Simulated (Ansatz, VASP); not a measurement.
## One calculation of BeGe2, two programs

File INCAR:

```
PREC = Accurate
ENCUT = 600
EDIFF = 1E-6
ISMEAR = 0
SIGMA = 0.1
LREAL = False
LASPH = True
NELM = 100
ALGO = Normal
ISIF = 3
LWAVE = False
LCHARG = False
GGA = PE
IBRION = 2
NSW = 100
EDIFFG = -0.01
KPAR = 4
```

Contents of KPOINTS:

```
regular mesh
0
Gamma
  8 8 10
```

The input POSCAR:

```
BeGe2
1.0
    3.5928325083     -4.9484274293      0.0000000000
    3.5928325083      4.9484274293      0.0000000000
    0.0000000000      0.0000000000      4.2193430559
Be Ge
2 4
Direct
    0.5000000000      0.5000000000      0.7500000000
    0.5000000000      0.5000000000      0.2500000000
    0.2069575586      0.6071035200      0.0000000000
    0.7930424414      0.3928964800      0.0000000000
    0.3928964800      0.7930424414      0.5000000000
    0.6071035200      0.2069575586      0.5000000000
```

Input for Ansatz:

```yaml
crystal:
  lattice:
    - [3.5928325083, -4.9484274293, 0.0]
    - [3.5928325083, 4.9484274293, 0.0]
    - [0.0, 0.0, 4.2193430559]
  atoms:
    - { symbol: Be, position: [0.5, 0.5, 0.75] }
    - { symbol: Be, position: [0.5, 0.5, 0.25] }
    - { symbol: Ge, position: [0.2069575586, 0.60710352, 0.0] }
    - { symbol: Ge, position: [0.7930424414, 0.39289648, 0.0] }
    - { symbol: Ge, position: [0.39289648, 0.7930424414, 0.5] }
    - { symbol: Ge, position: [0.60710352, 0.2069575586, 0.5] }
basis:
  ecutwfc: 420
kpoints:
  mp_grid: { grid: [8, 8, 10] }
hamiltonian:
  xc: pbe
scf:
  occupations: { method: gaussian, width: 0.1 }
output:
  forces: true
  stress: true
  eigenvalues: true
relax:
  adjacent_minimum: "off"
  f_tol: 0.01
  max_steps: 80
  cell: { stress_tol: 0.05 }
```

Change from the starting cell: the structure that the rattled cell fell into.

Alike in both runs: task relaxation of cell and atoms; functional PBE; k mesh 8 × 8 × 10; occupations gaussian, width 0.1 eV; no spin polarisation.

|  | VASP | Ansatz |
| --- | --- | --- |
| version | VASP 6.6.1 | Ansatz 0.2.0 |
| potentials or method | VASP PAW PBE potentials, release 64 (Be, Ge_d), cutoff 600 eV | scalar-relativistic, plane waves, PAW |
| valence electrons in the cell | 60 | 60 |

|  | VASP | Ansatz | Ansatz less VASP |
| --- | --- | --- | --- |
| gap on the k mesh at the Fermi level, each at its own relaxed structure (eV) | none | none | - |
| relaxed volume (Å³/atom) | 25.02 | 25.00 | -0.017 |
| relaxed length of the cell vector where the two differ most in proportion (Å) | 4.186 | 4.186 | -0.0005 |

A gap of «none» marks a metal or a gap that the smearing closes.
